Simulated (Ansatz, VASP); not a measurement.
# Two plane-wave programs on NaTl12

```xyz
13
Lattice="6.9200 0.0000 0.0000 -5.1900 8.9893 0.0000 0.0000 0.0000 5.5325" Properties=species:S:1:pos:R:3 pbc="T T T"
Tl    0.1475   -0.1205    0.0412
Tl    0.0803    1.8466    2.5150
Tl   -1.6506    2.8036   -0.5906
Tl   -1.5300    5.2670    2.7627
Tl   -3.3284    5.7779   -0.0400
Tl   -3.8446    7.5112    2.7115
Tl    3.5999   -0.3541    0.6957
Tl    3.8955    2.6392    2.0318
Tl    1.6013    3.0196   -0.0604
Tl    1.6615    4.7735    2.8051
Tl    0.1478    5.8933    0.1113
Tl   -0.0002    8.0781    3.2110
Na    2.7001    0.8312    3.8103
```

Alike in both runs: functional PBE; dispersion D3(BJ); k mesh 3 × 2 × 3; occupations fermi-dirac, width 0.15 eV; no spin polarisation.

Ansatz relaxed the structure, and its values are those at the end. VASP's run is a single point on that final structure, the one shown.

|  | VASP | Ansatz |
| --- | --- | --- |
| version | VASP 6.6.1 | Ansatz 0.2.0 |
| potentials or method | VASP PAW PBE potentials, release 64 (Tl_d, Na_pv), cutoff 520 eV | scalar-relativistic, plane waves, PAW |
| valence electrons in the cell | 163 | 165 |

|  | VASP | Ansatz | Ansatz less VASP |
| --- | --- | --- | --- |
| rms of the force components (eV/Å) | 0.010 | 0.010 | -0.0001 |

VASP's potentials hold 163 valence electrons a cell and Ansatz's 165, so a difference there can come from the potentials and not from the codes.

The k mesh is coarse, so the values compare programs but aren't converged. Spin-orbit coupling is off throughout.
